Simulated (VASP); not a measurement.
Input of a VASP 6.6.1 run:

POSCAR

```
ZrS2
1.0
    3.8213750484      0.0000000000      0.0000000000
   -1.9106875242      3.3094078693      0.0000000000
    0.0000000000      0.0000000000      5.7397191487
Zr S
1 2
Direct
    0.0000000000      0.0000000000      0.0000000000
    0.3333333333      0.6666666667      0.2390644428
    0.6666666667      0.3333333333      0.7609355572
```

INCAR.step1

```
  ALGO = Normal
  EDIFF = 1E-5
  ENCUT = 400
  GGA = PE
  GGA_COMPAT = False
  ISIF = 2
  ISMEAR = 0
  LASPH = True
  LREAL = False
  LWAVE = True
  NBANDS = 19
  NELM = 120
  PREC = Accurate
  SIGMA = 0.01
```

Contents of INCAR.step2:

```
  ALGO = Normal
  EDIFF = 1E-6
  ENCUT = 400
  GGA = PE
  GGA_COMPAT = False
  HFSCREEN = 0.2079
  ISIF = 2
  ISMEAR = 0
  ISTART = 1
  LASPH = True
  LCHARG = True
  LELF = True
  LHFCALC = True
  LREAL = False
  LVHAR = True
  LWAVE = False
  NBANDS = 19
  NELM = 120
  PREC = Accurate
  PRECFOCK = Normal
  SIGMA = 0.01
```

Contents of KPOINTS:

```
k-points
0
Gamma
  6 6 4
```

Potentials or basis: VASP PAW PBE potentials, release 64 (Zr_sv, S).

Command:

```sh
$ cat potpaw_PBE.64/Zr_sv/POTCAR potpaw_PBE.64/S/POTCAR > POTCAR
$ cp INCAR.step1 INCAR
$ mpirun -np 1 vasp_std > vasp.out
$ cp INCAR.step2 INCAR
$ mpirun -np 1 vasp_std > vasp.out
```

(1) Estimate the pressure.

(2) Estimate the band gap on the k mesh.

(3) Predict the largest force.

Answers

(1) -3.8 GPa.

(2) 1.86 eV (least direct gap 2.11 eV).

(3) 0.177 eV/Å.

Caveat: the cell differs from its parent crystal (epitaxial xy strain +4.0%); the stress differs along the axes, from -6 to 1 GPa; the PAW data sets were made with another functional, which shifts forces and pressure a little; this functional lacks dispersion, which binds layers or chains, so the pressure and a relaxed spacing across them are unreliable.
